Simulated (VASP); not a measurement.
Wanted: the native input for a VASP 6.6.1 run.

```yaml
Task: single point
Functional: PBE
Potentials_or_basis: VASP PAW PBE potentials, release 64 (Eu, O)
Cutoff: 600 eV
k_mesh: 6 × 6 × 6
Occupations: gaussian, width 0.05 eV
Spin: no spin polarisation
Hubbard_terms: Eu f U = 7.0 eV
Dipole_correction: no
Further_INCAR_settings: ALGO = Normal; EDIFF = 1e-06; NBANDS = 18
```

The structure of EuO lies in POSCAR:

```
EuO
1.0
    0.0000000000      2.5719519700      2.5719519700
    2.5719519700      0.0000000000      2.5719519700
    2.5719519700      2.5719519700      0.0000000000
Eu O
1 1
Direct
    0.5000000000      0.5000000000      0.5000000000
    0.0000000000      0.0000000000      0.0000000000
```

These files were run (other wordings do the same):

INCAR

```
PREC = Accurate ; ENCUT = 600
EDIFF = 1E-6 ; ISMEAR = 0
SIGMA = 0.05 ; LREAL = F
LASPH = T ; NELM = 200
ALGO = Normal ; ISIF = 2
LWAVE = F ; LCHARG = T
LMAXMIX = 6 ; LDAU = T
LDAUTYPE = 2 ; LDAUL = 3 -1
LDAUU = 7 0 ; LDAUJ = 0 0
LDAUPRINT = 1 ; GGA = PE
LELF = T ; LVHAR = T
NBANDS = 18 ; GGA_COMPAT = F
```

KPOINTS

```
regular mesh
0
Gamma
  6 6 6
```

Potentials or basis: VASP PAW PBE potentials, release 64 (Eu, O).

Launch:

```console
$ cat potpaw_PBE.64/Eu/POTCAR potpaw_PBE.64/O/POTCAR > POTCAR
$ mpirun -np 1 vasp_std > vasp.out
```

It gave:

* Pressure: -13.9 GPa
* Band gap on the k mesh: zero (an odd number of electrons rules out a gap without spin polarisation)

Caveat: the cell stands under tension; spin-orbit coupling is left out, which moves the levels of the heavy elements; an odd number of electrons without spin polarisation forces a metal; a magnetic or distorted state may lie lower; the run has no spin polarisation, though such a crystal can be magnetic; U without spin polarisation on a metal has little footing.

It took 2.7 min on 1 thread of Intel(R) Xeon(R) Platinum 8259CL CPU @ 2.50GHz (Skylake/Cascade Lake) (shared host), peak memory 0.18 GiB.
